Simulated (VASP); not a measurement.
# H (P1) in VASP: further runs

The runs below take H through single point, with PBEsol.

Program: VASP 6.6.1. These are calculated values, not measurements. Logs are shortened: lines on timing, memory, paths and dates and some standing lists are left out, and cuts for length are marked.

### Step 1. The cell of the first run

The typed cell holds 4 atoms: a = 3.649 Å, b = 3.578 Å, c = 4.112 Å, α = 89.27°, β = 89.46°, γ = 88.60°.

### Step 2. Single point, PBEsol

File INCAR:

```
SYSTEM = H
ALGO = Normal ; EDIFF = 1E-7
ENCUT = 520 ; GGA = PS
ISIF = 2 ; ISMEAR = 0
LASPH = .TRUE. ; LCHARG = .TRUE.
LELF = .TRUE. ; LREAL = .FALSE.
LVHAR = .TRUE. ; LWAVE = .FALSE.
NBANDS = 10 ; NELM = 100
PREC = Accurate ; SIGMA = 0.02
```

File KPOINTS:

```
k-points
0
G
  4 4 4
  0 0 0
```

File POSCAR:

```
H
1.0
    2.6106004258     -2.5489972608      0.0171045564
    2.5611606291      2.4984677729      0.0231136646
    0.0317472335      0.0048479850      4.1122446782
H
4
Direct
    0.9670020716      0.0132667702      0.0564372334
    0.4541963689      0.5721292699      0.4012082280
    0.5369673576      0.4431455253      0.4925972676
    0.0792056082      0.9373123850      0.9117002412
```

Potentials or basis: VASP PAW PBE potentials, release 64 (H).

Run with:

```console
$ cat potpaw_PBE.64/H/POTCAR > POTCAR
$ mpirun -np 1 vasp_std > vasp.out
```

OUTCAR:

```text
SYSTEM = H
   EDIFF = 1E-7
   ENCUT = 520
   GGA = PS
   ISIF = 2
   ISMEAR = 0
   LASPH = .TRUE.
   LREAL = .FALSE.
   NELM = 100
   PREC = Accurate

 ion  position               nearest neighbor table
   1  0.967  0.013  0.056-   4 0.77
   2  0.454  0.572  0.401-   3 0.66
   3  0.537  0.443  0.493-   2 0.66
   4  0.079  0.937  0.912-   1 0.77

  LATTYP: Found a triclinic cell.
 ALAT       =     5.4163700223
 B/A-ratio  =     0.6605986721
 C/A-ratio  =     1.0102706775
 COS(alpha) =     0.0066143854
 COS(beta)  =     0.5702144879
 COS(gamma) =     0.6508736415

  Lattice vectors:

 A1 = (   2.5294133956,   2.4936197879,  -4.0891310136)
 A2 = (   2.5611606291,   2.4984677729,   0.0231136646)
 A3 = (   2.5788531923,  -2.5538452458,  -4.0951401218)

Analysis of symmetry for initial positions (statically):
=====================================================================
 Subroutine PRICEL returns:
 Original cell was already a primitive cell.

 Routine SETGRP: Setting up the symmetry group for a
 triclinic supercell.

 Subroutine GETGRP returns: Found  1 space group operations
 (whereof  1 operations were pure point group operations)
 out of a pool of  2 trial point group operations.

The static configuration has the point symmetry C_1 .

Analysis of symmetry for dynamics (positions and initial velocities):
=====================================================================
 Subroutine PRICEL returns:
 Original cell was already a primitive cell.

 Routine SETGRP: Setting up the symmetry group for a
 triclinic supercell.

 Subroutine GETGRP returns: Found  1 space group operations
 (whereof  1 operations were pure point group operations)
 out of a pool of  2 trial point group operations.

The dynamic configuration has the point symmetry C_1 .

 Subroutine INISYM returns: Found  1 space group operations
 (whereof  1 operations are pure point group operations),
 and found     1 'primitive' translations

----------------------------------------------------------------------------------------

                                     Primitive cell

  volume of cell :      53.6652

  direct lattice vectors                    reciprocal lattice vectors
     2.610600426 -2.548997261  0.017104556     0.191450087 -0.196242519 -0.001246674
     2.561160629  2.498467773  0.023113665     0.195325686  0.200034539 -0.001743771
     0.031747233  0.004847985  4.112244678    -0.001894187 -0.000308077  0.243191178

  length of vectors
     3.648686638  3.578046845  4.112370081     0.274163850  0.279587162  0.243198750

  position of ions in fractional coordinates (direct lattice)
     0.967002072  0.013266770  0.056437233
     0.454196369  0.572129270  0.401208228
     0.536967358  0.443145525  0.492597268
     0.079205608  0.937312385  0.911700241

  ion indices of the primitive-cell ions
   primitive index   ion index
                 1           1
                 2           2
                 3           3
                 4           4

----------------------------------------------------------------------------------------

 KPOINTS: k-points

Automatic generation of k-mesh.
 Grid dimensions read from file:
 generate k-points for:    4    4    4

 Generating k-lattice:

  Cartesian coordinates                     Fractional coordinates (reciprocal lattice)
     0.047862522 -0.049060630 -0.000311669     0.250000000  0.000000000  0.000000000
     0.048831421  0.050008635 -0.000435943    -0.000000000  0.250000000  0.000000000
    -0.000473547 -0.000077019  0.060797795    -0.000000000 -0.000000000  0.250000000

  Length of vectors
     0.068540962  0.069896790  0.060799688

  Shift w.r.t. Gamma in fractional coordinates (k-lattice)
     0.000000000  0.000000000  0.000000000

 Subroutine IBZKPT returns following result:
 ===========================================

 Found     36 irreducible k-points:

 Following reciprocal coordinates:
            Coordinates               Weight
  0.000000  0.000000  0.000000      1.000000
  0.250000  0.000000  0.000000      2.000000
  0.500000  0.000000  0.000000      1.000000
  0.000000  0.250000  0.000000      2.000000
  0.250000  0.250000  0.000000      2.000000
  0.500000  0.250000  0.000000      2.000000
[... 16 lines left out ...]
 -0.000000 -0.250000  0.250000      2.000000
  0.250000 -0.250000  0.250000      2.000000
 [... further k-points ...]
   k-points           NKPTS =     36   k-points in BZ     NKDIM =     36   number of bands    NBANDS=     10
   number of dos      NEDOS =    301   number of ions     NIONS =      4
   total plane-waves  NPLWV =  25088
   dimension x,y,z NGX =    28 NGY =   28 NGZ =   32
   dimension x,y,z NGXF=    56 NGYF=   56 NGZF=   64
   ions per type =               4
   NGX,Y,Z   is equivalent  to a cutoff of  12.76, 13.01, 12.94 a.u.
   NGXF,Y,Z  is equivalent  to a cutoff of  25.52, 26.02, 25.87 a.u.
 SYSTEM =  H
   PREC   = accura    normal or accurate (medium, high low for compatibility)
   ISTART =      0    job   : 0-new  1-cont  2-samecut
   ICHARG =      2    charge: 1-file 2-atom 10-const
   ISPIN  =      1    spin polarized calculation?
   LNONCOLLINEAR =      F non collinear calculations
   LSORBIT =      F    spin-orbit coupling
   LASPH  =      T    aspherical Exc in radial PAW
   ENCUT  =  520.0 eV  38.22 Ry    6.18 a.u.   6.78  6.65  7.65*2*pi/ulx,y,z
   NELM   =    100;   NELMIN=  2; NELMDL= -5     # of ELM steps
   EDIFF  = 0.1E-06   stopping-criterion for ELM
   LREAL  =      F    real-space projection
   EDIFFG = 0.1E-05   stopping-criterion for IOM
   NSW    =      0    number of steps for IOM
   IBRION =     -1    ionic relax: 0-MD 1-quasi-New 2-CG
   NFREE  =      0    steps in history (QN), initial steepest desc. (CG)
   ISIF   =      2    stress and relaxation
   ISYM   =      2    0-nonsym 1-usesym 2-fastsym
   POTIM  = 0.5000    time-step for ionic-motion
   TEBEG  =    0.0;   TEEND  =   0.0 temperature during run
   PSTRESS=    0.0 pullay stress
   NELECT =       4.0000    total number of electrons
   NUPDOWN=      -1.0000    fix difference up-down
   EMIN   =  10.00;   EMAX   =-10.00  energy-range for DOS
   EFERMI =   0.00;   METHOD = LEGACY
   ISMEAR =     0;   SIGMA  =   0.02  broadening in eV -4-tet -1-fermi 0-gaus
   EFERMI_NEDOS =   21; number of points for ismear=-14 and -15
   IALGO  =     38    algorithm
   IMIX   =      4    mixing-type and parameters
     AMIX     =   0.40;   BMIX     =  1.00
     AMIX_MAG =   1.60;   BMIX_MAG =  1.00
  volume/ion in A,a.u.               =      13.42        90.54
  Fermi-wavevector in a.u.,A,eV,Ry     =   0.688965  1.301956  6.458321  0.474673
  Thomas-Fermi vector in A             =   1.769916
   LORBIT       =      0    0 simple, 1 ext, 2 COOP (PROOUT), +10 PAW based schemes
   GGA     = PS    functional components
   LHFCALC =     F    Hartree Fock is set to
   AEXX    =    0.0000 exact exchange contribution
   IVDW    =     0    specifies the selected vdW correction
   LEPSILON=     F    determine dielectric tensor
   LRPA    =     F    only Hartree local field effects (RPA)
 non-spin polarized calculation
 Gauss-broadening in eV      SIGMA  =   0.02
  energy-cutoff  :      520.00
  volume of cell :       53.67
 maximum number of plane-waves:      1462
   NGX = 13   NGY = 13   NGZ = 15

 number of electron       3.9999999 magnetization

 Free energy of the ion-electron system (eV)
  ---------------------------------------------------
  ext. energy  EPLUGINS =         0.00000000
  ---------------------------------------------------
  free energy    TOTEN  =       -12.85048122 eV

  energy without entropy =      -12.85048122  energy(sigma->0) =      -12.85048122

 E-fermi :  -8.3846     XC(G=0):  -4.9503

 val. band max:       -8.4767260830   @ k =   0.0000   0.0000   0.0000
 cond. band min:       0.5442157606   @ k =  -0.0000   0.5000   0.5000
 fundamental gap:      9.0209418436
 Fermi energy:        -8.3845811259

 k-point     1 :       0.0000    0.0000    0.0000
  band No.  band energies     occupation
      1     -10.4410      2.00000
      2      -8.4767      2.00000
      3       3.1091      0.00000
      4       4.2335      0.00000
      5       5.1272      0.00000
      6       7.0256      0.00000
      7       7.1942      0.00000
      8       8.7229      0.00000
      9      11.1509      0.00000
     10      11.7639      0.00000

 k-point     2 :       0.2500    0.0000    0.0000
  band No.  band energies     occupation
      1     -10.1308      2.00000
      2      -8.6442      2.00000
      3       2.8063      0.00000
      4       3.4901      0.00000
      5       4.3501      0.00000
      6       6.6029      0.00000
      7       8.3403      0.00000
      8       9.5678      0.00000
      9      11.0845      0.00000
     10      12.7797      0.00000

 k-point     3 :       0.5000    0.0000    0.0000
  band No.  band energies     occupation
      1      -9.6151      2.00000
      2      -9.0222      2.00000
      3       2.0347      0.00000
      4       2.7884      0.00000
      5       5.4814      0.00000
      6       6.2528      0.00000
      7       8.7723      0.00000
      8       9.3340      0.00000
      9      10.4895      0.00000
     10      10.6057      0.00000

 k-point     4 :       0.0000    0.2500    0.0000
  band No.  band energies     occupation
      1     -10.1131      2.00000
      2      -8.6256      2.00000
      3       2.9557      0.00000
      4       3.4169      0.00000
      5       4.2276      0.00000
      6       6.5056      0.00000
      7       8.1932      0.00000
      8       9.6534      0.00000
      9      11.1093      0.00000
     10      12.9194      0.00000
[... 222 lines left out ...]
 k-point    22 :      -0.2500    0.5000    0.2500
  band No.  band energies     occupation
      1      -9.3909      2.00000
      2      -8.8067      2.00000
      3       1.2586      0.00000
      4       2.3959      0.00000
      5       4.7948      0.00000
      6       5.5549      0.00000
      7       7.6077      0.00000
      8       9.3452      0.00000
      9      10.0470      0.00000
     10      11.2733      0.00000

 k-point    23 :      -0.0000   -0.2500    0.2500
  band No.  band energies     occupation
      1      -9.9039      2.00000
      2      -8.7791      2.00000
      3       1.8064      0.00000
      4       2.6885      0.00000
      5       5.4006      0.00000
      6       7.0142      0.00000
      7       9.2253      0.00000
      8       9.7645      0.00000
      9      11.1467      0.00000
     10      11.5531      0.00000

 k-point    24 :       0.2500   -0.2500    0.2500
  band No.  band energies     occupation
      1      -9.6749      2.00000
      2      -8.7886      2.00000
      3       2.0497      0.00000
      4       2.1840      0.00000
      5       3.9615      0.00000
      6       7.9954      0.00000
      7       8.1953      0.00000
      8       8.4122      0.00000
      9      11.5867      0.00000
     10      12.6292      0.00000

 [... further k-points ...]
[... 5 lines left out ...]
  --------------------------------------------------------------------------------------
  -------------------------------------------------------------------------------------
  Total        0.0479461      1.8334924      0.8098733      0.4258660     -1.4914644     -0.2682142
  in kB        1.4314339     54.7390560     24.1788290     12.7142622    -44.5277823     -8.0075560
  external PRESSURE =      26.7831063 kB  Pullay stress =       0.0000000 kB

 VOLUME and BASIS-vectors are now :
 -----------------------------------------------------------------------------
  energy-cutoff  :      520.00
  volume of cell :       53.67
      direct lattice vectors                 reciprocal lattice vectors
     2.610600426 -2.548997261  0.017104556     0.191450087 -0.196242519 -0.001246674
     2.561160629  2.498467773  0.023113665     0.195325686  0.200034539 -0.001743771
     0.031747233  0.004847985  4.112244678    -0.001894187 -0.000308077  0.243191178

 POSITION                                       TOTAL-FORCE (eV/Angst)
 -----------------------------------------------------------------------------------
      2.56023     -2.43147      0.24893         0.040407     -0.168898     -0.232998
      2.66378      0.27365      1.67086         0.763283      3.685430     -2.601684
      2.55241     -0.25916      2.04511        -0.764468     -3.692280      2.612865
      2.63633      2.14437      3.77215        -0.039221      0.175748      0.221817
 -----------------------------------------------------------------------------------
    total drift:                                0.000202     -0.000025     -0.000026

  FREE ENERGIE OF THE ION-ELECTRON SYSTEM (eV)
  ---------------------------------------------------
  free  energy   TOTEN  =       -12.8504812165 eV

  energy  without entropy=      -12.8504812165  energy(sigma->0) =      -12.85048122
```

Run time: 36 s. Hardware: 1 thread of Intel Xeon 6975P-C, shared host; peak memory 0.16 GiB.

What came out:

| Property | Result |
| --- | --- |
| Free energy | -12.8505 eV |
| Pressure | 2.7 GPa |
| Largest force | 4.587 eV/Å |
| Band gap on the k mesh | 9.02 eV, indirect (least direct gap 9.41 eV) |

Forces on the atoms (eV/Å):
```
H    0.040 -0.169 -0.233
H    0.763  3.685 -2.602
H   -0.764 -3.692  2.613
H   -0.039  0.176  0.222
```

Levels at points of the mesh, in eV from the valence-band top:
| k point | band 1 | band 2 | band 3 | band 4 | band 5 | band 6 |
| --- | --- | --- | --- | --- | --- | --- |
| (0.00, 0.00, 0.00) | -1.96 | 0.00 | 11.59 | 12.71 | 13.60 | 15.50 |
| (0.50, 0.00, 0.00) | -1.14 | -0.55 | 10.51 | 11.27 | 13.96 | 14.73 |
| (0.00, 0.50, 0.00) | -1.09 | -0.52 | 10.58 | 11.16 | 13.62 | 15.16 |
| (0.50, 0.50, 0.00) | -0.85 | -0.24 | 9.54 | 10.51 | 14.37 | 15.64 |
| (0.00, 0.00, 0.50) | -1.31 | -0.67 | 10.22 | 11.42 | 15.45 | 15.90 |
| (0.50, 0.00, 0.50) | -1.00 | -0.40 | 9.07 | 9.62 | 15.93 | 16.33 |
| (0.00, 0.50, 0.50) | -0.95 | -0.39 | 9.02 | 9.81 | 15.86 | 16.16 |
| (0.50, 0.50, 0.50) | -0.75 | -0.15 | 10.88 | 11.38 | 12.52 | 12.80 |

Caveat: the k points lie up to 0.44 Å⁻¹ apart; the PAW data sets were made with another functional, which shifts forces and pressure a little. A k mesh can miss the band edges.

(Part 1 of 2 ends here.)
